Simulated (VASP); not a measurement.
Wanted: the native input for a VASP 6.6.1 run.

```
Task                   : single point
Functional             : PBEsol
Potentials or basis    : VASP PAW PBE potentials, release 64 (Te, Cd)
Cutoff                 : 520 eV
k mesh                 : 7 × 7 × 7
Occupations            : fermi-dirac, width 0.05 eV
Spin                   : non-collinear spin, zero start, spin-orbit coupling
Starting moments       : [[0.0, 0.0, 0.0], [0.0, 0.0, 0.0]] μB
Dipole correction      : no
Further INCAR settings : ALGO = Normal; EDIFF = 1e-07; NBANDS = 30
```

The structure of CdTe lies in POSCAR:

```
CdTe
1.0
    0.0000000000      3.2050000000      3.2050000000
    3.2050000000      0.0000000000      3.2050000000
    3.2050000000      3.2050000000      0.0000000000
Te Cd
1 1
Direct
    0.7500000000      0.7500000000      0.7500000000
    0.0000000000      0.0000000000      0.0000000000
```

One way to write it, as run:

INCAR

```
SYSTEM = CdTe
  ALGO = Normal
  EDIFF = 1E-7
  ENCUT = 520
  GGA = PS
  GGA_COMPAT = .False.
  ISIF = 2
  ISMEAR = -1
  LASPH = .True.
  LCHARG = .False.
  LNONCOLLINEAR = .True.
  LORBIT = 11
  LORBMOM = .True.
  LREAL = .False.
  LSORBIT = .True.
  LWAVE = .False.
  MAGMOM = 0 0 0 0 0 0
  NBANDS = 30
  NELM = 150
  PREC = Accurate
  SIGMA = 0.05
```

KPOINTS

```
k-points
0
Gamma
  7 7 7
  0 0 0
```

Potentials or basis: VASP PAW PBE potentials, release 64 (Te, Cd).

Launch:

```sh
$ cat potpaw_PBE.64/Te/POTCAR potpaw_PBE.64/Cd/POTCAR > POTCAR
$ mpirun -np 1 vasp_ncl > vasp.out
```

Results of the run:

- Pressure: 1.9 GPa
- Net moment: 0.00 μB per cell
- Valence electrons inside the program's atomic spheres: Te 3.44; Cd 10.35

Caveat: the PAW data sets were made with another functional, which shifts forces and pressure a little.

Run time: 6.6 min on 1 thread of AMD EPYC 7R13 Processor (Zen 3), with other jobs on the host, peak memory 0.39 GiB.
